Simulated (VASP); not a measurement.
# Hf (Fm-3m) in VASP: a series of runs

The runs below take Hf through single point, relaxation of cell and atoms, with r2SCAN.

Everything below comes from runs of VASP 6.6.1. Logs are shortened: lines on timing, memory, paths and dates and some standing lists are left out, and cuts for length are marked.

## (1) The cell of the first run

The structure is cubic, space group Fm-3m (No. 225). Conventional cell: a = 4.479 Å, b = 4.479 Å, c = 4.479 Å, α = 90.00°, β = 90.00°, γ = 90.00°. Within 4.2 Å of Hf (site symmetry m-3m) lie 12 Hf at 3.17 Å.

## (2) Single point, r2SCAN

Input file POSCAR:

```
Hf
1.0
    0.0000000000      2.2394800180      2.2394800180
    2.2394800180      0.0000000000      2.2394800180
    2.2394800180      2.2394800180      0.0000000000
Hf
1
Direct
    0.0000000000      0.0000000000      0.0000000000
```

Input file INCAR.step1:

```
PREC = Accurate
ENCUT = 520
ISMEAR = -1
SIGMA = 0.1
LREAL = False
LASPH = True
NELM = 80
NBANDS = 11
GGA = PE
ALGO = Normal
EDIFF = 1E-4
LWAVE = True
LCHARG = False
```

Input file INCAR.step2:

```
PREC = Accurate
ENCUT = 520
EDIFF = 1E-6
ISMEAR = -1
SIGMA = 0.1
LREAL = False
LASPH = True
NELM = 80
ALGO = Normal
ISIF = 2
LWAVE = False
LCHARG = False
METAGGA = R2SCAN
LMIXTAU = True
NBANDS = 11
ISTART = 1
```

Input file KPOINTS:

```
Automatic mesh
0
Gamma
  20 20 20
```

Potentials or basis: VASP PAW PBE potentials, release 64 (Hf_pv).

Command:

```
$ cat potpaw_PBE.64/Hf_pv/POTCAR > POTCAR
$ cp INCAR.step1 INCAR
$ mpirun -np 1 vasp_std > vasp.out
$ cp INCAR.step2 INCAR
$ mpirun -np 1 vasp_std > vasp.out
```

OUTCAR:

```text
PREC = Accurate
   ENCUT = 520
   EDIFF = 1E-6
   ISMEAR = -1
   LREAL = False
   LASPH = True
   NELM = 80
   ISIF = 2
   METAGGA = R2SCAN
   ISTART = 1

 ion  position               nearest neighbor table
   1  0.000  0.000  0.000-

  LATTYP: Found a face centered cubic cell.
 ALAT       =     4.4789600360

  Lattice vectors:

 A1 = (   0.0000000000,   2.2394800180,   2.2394800180)
 A2 = (   2.2394800180,   0.0000000000,   2.2394800180)
 A3 = (   2.2394800180,   2.2394800180,   0.0000000000)

Analysis of symmetry for initial positions (statically):
=====================================================================
 Subroutine PRICEL returns:
 Original cell was already a primitive cell.

 Routine SETGRP: Setting up the symmetry group for a
 face centered cubic supercell.

 Subroutine GETGRP returns: Found 48 space group operations
 (whereof 48 operations were pure point group operations)
 out of a pool of 48 trial point group operations.

The static configuration has the point symmetry O_h .

Analysis of symmetry for dynamics (positions and initial velocities):
=====================================================================
 Subroutine PRICEL returns:
 Original cell was already a primitive cell.

 Routine SETGRP: Setting up the symmetry group for a
 face centered cubic supercell.

 Subroutine GETGRP returns: Found 48 space group operations
 (whereof 48 operations were pure point group operations)
 out of a pool of 48 trial point group operations.

The dynamic configuration has the point symmetry O_h .

 Subroutine INISYM returns: Found 48 space group operations
 (whereof 48 operations are pure point group operations),
 and found     1 'primitive' translations

----------------------------------------------------------------------------------------

                                     Primitive cell

  volume of cell :      22.4632

  direct lattice vectors                    reciprocal lattice vectors
     0.000000000  2.239480018  2.239480018    -0.223266114  0.223266114  0.223266114
     2.239480018  0.000000000  2.239480018     0.223266114 -0.223266114  0.223266114
     2.239480018  2.239480018  0.000000000     0.223266114  0.223266114 -0.223266114

  length of vectors
     3.167103014  3.167103014  3.167103014     0.386708252  0.386708252  0.386708252

  position of ions in fractional coordinates (direct lattice)
     0.000000000  0.000000000  0.000000000

[... 73 lines left out ...]
   ENCUT  =  520.0 eV  38.22 Ry    6.18 a.u.   5.89  5.89  5.89*2*pi/ulx,y,z
   NELM   =     80;   NELMIN=  2; NELMDL=  0     # of ELM steps
   EDIFF  = 0.1E-05   stopping-criterion for ELM
   LREAL  =      F    real-space projection
   EDIFFG = 0.1E-04   stopping-criterion for IOM
   NSW    =      0    number of steps for IOM
   IBRION =     -1    ionic relax: 0-MD 1-quasi-New 2-CG
   NFREE  =      0    steps in history (QN), initial steepest desc. (CG)
   ISIF   =      2    stress and relaxation
   ISYM   =      2    0-nonsym 1-usesym 2-fastsym
   POTIM  = 0.5000    time-step for ionic-motion
   TEBEG  =    0.0;   TEEND  =   0.0 temperature during run
   PSTRESS=    0.0 pullay stress
   NELECT =      10.0000    total number of electrons
   NUPDOWN=      -1.0000    fix difference up-down
   EMIN   =  10.00;   EMAX   =-10.00  energy-range for DOS
   EFERMI =   0.00;   METHOD = LEGACY
   ISMEAR =    -1;   SIGMA  =   0.10  broadening in eV -4-tet -1-fermi 0-gaus
   EFERMI_NEDOS =   21; number of points for ismear=-14 and -15
   IALGO  =     38    algorithm
   IMIX   =      4    mixing-type and parameters
     AMIX     =   0.40;   BMIX     =  1.00
     AMIX_MAG =   1.60;   BMIX_MAG =  1.00
  volume/ion in A,a.u.               =      22.46       151.59
  Fermi-wavevector in a.u.,A,eV,Ry     =   1.250022  2.362199 21.259850  1.562555
  Thomas-Fermi vector in A             =   2.384035
   LORBIT       =      0    0 simple, 1 ext, 2 COOP (PROOUT), +10 PAW based schemes
   METAGGA = R2SCAN    functional components
   LHFCALC =     F    Hartree Fock is set to
   AEXX    =    0.0000 exact exchange contribution
   IVDW    =     0    specifies the selected vdW correction
   LEPSILON=     F    determine dielectric tensor
   LRPA    =     F    only Hartree local field effects (RPA)
 non-spin polarized calculation
  energy-cutoff  :      520.00
  volume of cell :       22.46
 maximum number of plane-waves:       620
   NGX = 11   NGY = 11   NGZ = 11

 number of electron       9.9999999 magnetization

 Free energy of the ion-electron system (eV)
  ---------------------------------------------------
  ext. energy  EPLUGINS =         0.00000000
  ---------------------------------------------------
  free energy    TOTEN  =       -45.08758146 eV

  energy without entropy =      -45.04315477  energy(sigma->0) =      -45.06536812

 E-fermi :   4.5837     XC(G=0): -12.1519

 val. band max:        4.5542336702   @ k =  -0.4500   0.1000   0.0000
 cond. band min:       4.5839616573   @ k =   0.5000   0.1000   0.0500
 fundamental gap:      0.0297279871
 Fermi energy:         4.5837034704

 k-point     1 :       0.0000    0.0000    0.0000
  band No.  band energies     occupation
      1     -26.5506      2.00000
      2     -26.5506      2.00000
      3     -26.5506      2.00000
      4      -2.9622      2.00000
      5       6.1818      0.00000
      6       6.1818      0.00000
      7       6.1818      0.00000
      8       9.1614      0.00000
      9       9.1614      0.00000
     10      16.4065      0.00000
     11      16.5536      0.00000
[... 309 lines left out ...]
 k-point    24 :      -0.3500    0.0500    0.0000
  band No.  band energies     occupation
      1     -27.2455      2.00000
      2     -26.6644      2.00000
      3     -26.6367      2.00000
      4       0.4107      2.00000
      5       4.4967      1.40955
      6       6.1137      0.00000
      7       6.2731      0.00000
      8       9.9480      0.00000
      9      10.7078      0.00000
     10      15.2536      0.00000
     11      16.5538      0.00000

 [... further k-points ...]
[... 5 lines left out ...]
  --------------------------------------------------------------------------------------
  -------------------------------------------------------------------------------------
  Total       -0.0726184     -0.0726184     -0.0726184      0.0000000     -0.0000000      0.0000000
  in kB       -5.1794774     -5.1794774     -5.1794774      0.0000000     -0.0000000      0.0000000
  external PRESSURE =      -5.1794774 kB  Pullay stress =       0.0000000 kB

 VOLUME and BASIS-vectors are now :
 -----------------------------------------------------------------------------
  energy-cutoff  :      520.00
  volume of cell :       22.46
      direct lattice vectors                 reciprocal lattice vectors
     0.000000000  2.239480018  2.239480018    -0.223266114  0.223266114  0.223266114
     2.239480018  0.000000000  2.239480018     0.223266114 -0.223266114  0.223266114
     2.239480018  2.239480018  0.000000000     0.223266114  0.223266114 -0.223266114

 POSITION                                       TOTAL-FORCE (eV/Angst)
 -----------------------------------------------------------------------------------
      0.00000      0.00000      0.00000        -0.000000      0.000000      0.000000
 -----------------------------------------------------------------------------------
    total drift:                               -0.000000     -0.000000     -0.000000

  FREE ENERGIE OF THE ION-ELECTRON SYSTEM (eV)
  ---------------------------------------------------
  free  energy   TOTEN  =       -45.0875814589 eV

  energy  without entropy=      -45.0431547717  energy(sigma->0) =      -45.06536812
```

OUTCAR.step1:

```text
PREC = Accurate
   ENCUT = 520
   ISMEAR = -1
   LREAL = False
   LASPH = True
   NELM = 80
[... 552 lines left out ...]
 POSITION                                       TOTAL-FORCE (eV/Angst)
 -----------------------------------------------------------------------------------
      0.00000      0.00000      0.00000         0.000000      0.000000      0.000000
 -----------------------------------------------------------------------------------
    total drift:                                0.000000      0.000000     -0.000000

  FREE ENERGIE OF THE ION-ELECTRON SYSTEM (eV)
  ---------------------------------------------------
  free  energy   TOTEN  =        -9.8776465495 eV

  energy  without entropy=       -9.8288767977  energy(sigma->0) =       -9.85326167
```

Run time: 62 s. Hardware: 1 thread of Intel Xeon 6975P-C (Granite Rapids), shared host; peak memory 0.19 GiB.

Results:

| Item | Value |
| --- | --- |
| Free energy | -45.0876 eV |
| Pressure | -0.5 GPa |
| Band gap on the k mesh | zero (band 5 reaches 6.18 eV, above the bottom of band 6 at 4.14 eV) |

Levels at points of the mesh, in eV from the Fermi level:
```tsv
k point	band 1	band 2	band 3	band 4	band 5	band 6	band 7	band 8	band 9	band 10
(0.00, 0.00, 0.00)	-31.13	-31.13	-31.13	-7.55	1.60	1.60	1.60	4.58	4.58	11.82
(0.50, 0.00, 0.00)	-31.96	-31.24	-31.24	-3.73	0.35	1.40	1.40	6.65	6.65	9.95
(0.50, 0.50, 0.00)	-31.91	-31.43	-31.43	-3.31	-2.16	2.41	6.73	7.23	7.23	10.32
```

Caveat: the PAW data sets were made with another functional, which shifts forces and pressure a little; spin-orbit coupling is left out, which moves the levels of the heavy elements.

## (3) Relaxation of cell and atoms, r2SCAN

This run uses another cell than the first one, of 22.38 Å³/atom, 0.996 times its volume.

Input file POSCAR:

```
Hf
1.0
    0.0000000000      2.2367213568      2.2367213568
    2.2367213568      0.0000000000      2.2367213568
    2.2367213568      2.2367213568      0.0000000000
Hf
1
Direct
    0.0000000000      0.0000000000      0.0000000000
```

Input file INCAR.step1:

```
  PREC = Accurate
  ENCUT = 600
  ISMEAR = -1
  SIGMA = 0.1
  LREAL = F
  LASPH = T
  NELM = 60
  GGA = PE
  ALGO = Normal
  EDIFF = 1E-4
  LWAVE = T
  LCHARG = F
```

Input file INCAR.step2:

```
  PREC = Accurate
  ENCUT = 600
  EDIFF = 1E-7
  ISMEAR = -1
  SIGMA = 0.1
  LREAL = F
  LASPH = T
  NELM = 60
  ALGO = Normal
  ISIF = 3
  LWAVE = F
  LCHARG = F
  METAGGA = R2SCAN
  LMIXTAU = T
  IBRION = 2
  NSW = 80
  EDIFFG = -0.01
  ISTART = 1
```

Input file KPOINTS:

```
Automatic mesh
0
Gamma
  12 12 12
```

Potentials or basis: VASP PAW PBE potentials, release 64 (Hf_pv).

Command:

```
$ cat potpaw_PBE.64/Hf_pv/POTCAR > POTCAR
$ cp INCAR.step1 INCAR
$ mpirun -np 1 vasp_std > vasp.out
$ cp INCAR.step2 INCAR
$ mpirun -np 1 vasp_std > vasp.out
```

Wall time 87 s (1 thread of Intel Xeon 6975P-C (Granite Rapids), shared host); peak memory 0.18 GiB.

Results (log left out):

| Property | Result |
| --- | --- |
| Free energy | -45.0868 eV |
| Relaxed volume | 22.35 Å³/atom |
| Relaxed cell | a = 3.162 Å, b = 3.162 Å, c = 3.162 Å, α = 60.00°, β = 60.00°, γ = 60.00° |
| Space group after relaxing (to 0.05 Å) | Fm-3m (No. 225) |
| Energy gained by relaxing | 0.0 meV/atom |
| Ionic steps | 3 |
| Pressure after relaxing | 0.0 GPa |
| Band gap on the k mesh | zero (band 5 reaches 6.22 eV, above the bottom of band 6 at 4.18 eV) |

Final structure:
```yaml
crystal:
  lattice:
    - [0.00000, 2.23572, 2.23572]
    - [2.23572, 0.00000, 2.23572]
    - [2.23572, 2.23572, 0.00000]
  atoms:
    - { symbol: Hf, position: [0.00000, 0.00000, 0.00000] }
```

Levels at points of the mesh, in eV from the Fermi level:
| k point | band 2 | band 3 | band 4 | band 5 | band 6 | band 7 | band 8 | band 9 |
| --- | --- | --- | --- | --- | --- | --- | --- | --- |
| (0.00, 0.00, 0.00) | -31.12 | -31.12 | -7.57 | 1.59 | 1.59 | 1.59 | 4.59 | 4.59 |
| (0.50, 0.00, 0.00) | -31.23 | -31.23 | -3.75 | 0.36 | 1.40 | 1.40 | 6.68 | 6.68 |
| (0.50, 0.50, 0.00) | -31.42 | -31.42 | -3.34 | -2.18 | 2.43 | 6.76 | 7.26 | 7.26 |

Caveat: the PAW data sets were made with another functional, which shifts forces and pressure a little; spin-orbit coupling is left out, which moves the levels of the heavy elements.
